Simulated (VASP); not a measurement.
Input of a VASP 6.6.1 run:

INCAR

```
SYSTEM = Mg
PREC = Accurate ; ENCUT = 600
EDIFF = 1E-6 ; ISMEAR = -1
SIGMA = 0.1 ; LREAL = .FALSE.
LASPH = .TRUE. ; NELM = 60
ALGO = Normal ; ISIF = 3
LWAVE = .FALSE. ; LCHARG = .FALSE.
IBRION = 2 ; NSW = 80
EDIFFG = -0.01
```

The input KPOINTS:

```
Automatic mesh
0
G
  11 11 6
  0 0 0
```

The input POSCAR:

```
Mg
1.0
    3.2092715325      0.0000000000      0.0000000000
   -1.6046357662      2.7793106748      0.0000000000
    0.0000000000      0.0000000000      5.2103300000
Mg
2
Direct
    0.3333333333      0.6666666667      0.2500000000
    0.6666666667      0.3333333333      0.7500000000
```

Potentials or basis: VASP PAW LDA potentials, release 64 (Mg).

Launch:

```console
$ cat potpaw_LDA.64/Mg/POTCAR > POTCAR
$ mpirun -np 1 vasp_std > vasp.out
```

(1) What does it give for the relaxed cell?

(2) Predict the relaxed volume.

(3) What does it give for the band gap on the k mesh?

Results:

(1) a = 3.124 Å, b = 3.124 Å, c = 5.074 Å, α = 90.00°, β = 90.00°, γ = 120.00°.

(2) 21.44 Å³/atom.

(3) zero (band 2 reaches 3.72 eV, above the bottom of band 3 at 1.56 eV).
